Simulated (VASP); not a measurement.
AlNi:

```
Ni Al
1.0
     2.88100    0.00000    0.00000
     0.00000    2.88100    0.00000
     0.00000    0.00000    2.88100
Ni Al
1 1
Direct
  0.50000 0.50000 0.50000
  0.00000 0.00000 0.00000
```

| Property | Result |
| --- | --- |
| Program | VASP 6.6.1 |
| Task | relaxation of cell and atoms |
| Functional | PBEsol-based global hybrid with 25 % exact exchange |
| Potentials or basis | VASP PAW PBE potentials, release 64 (Ni, Al) |
| Cutoff | 600 eV |
| k mesh | 5 × 5 × 5 |
| Occupations | fermi-dirac, width 0.05 eV |
| Spin | collinear spin, ferromagnetic start |
| Starting moments | [1.0, 0.0] μB |

At the start: pressure -5.7 GPa; volume 11.96 Å³/atom.

Task: Where does the relaxation end?

Result: Over 3 steps the energy falls by 7.1 meV/atom and the volume is 11.56 Å³/atom (-3.3 %); space group Pm-3m (No. 221, to 0.1 Å) before and after; moment 0.06 μB per cell.

The path:
```csv
step,energy change (eV),largest force (eV/Å),pressure (GPa),volume (Å³)
1,0.0000,0.0000,-5.66,23.91
2,-0.0036,0.0000,5.39,22.48
3,-0.0142,0.0000,-0.04,23.13
```

Final structure:
```xyz
2
Lattice="2.8492 0.0000 0.0000 0.0000 2.8492 0.0000 0.0000 0.0000 2.8492" Properties=species:S:1:pos:R:3 pbc="T T T"
Ni    1.4246    1.4246    1.4246
Al    0.0000    0.0000    0.0000
```

Caveat: the k points lie up to 0.44 Å⁻¹ apart in the final cell; the PAW data sets were made with another functional, which shifts forces and pressure a little.
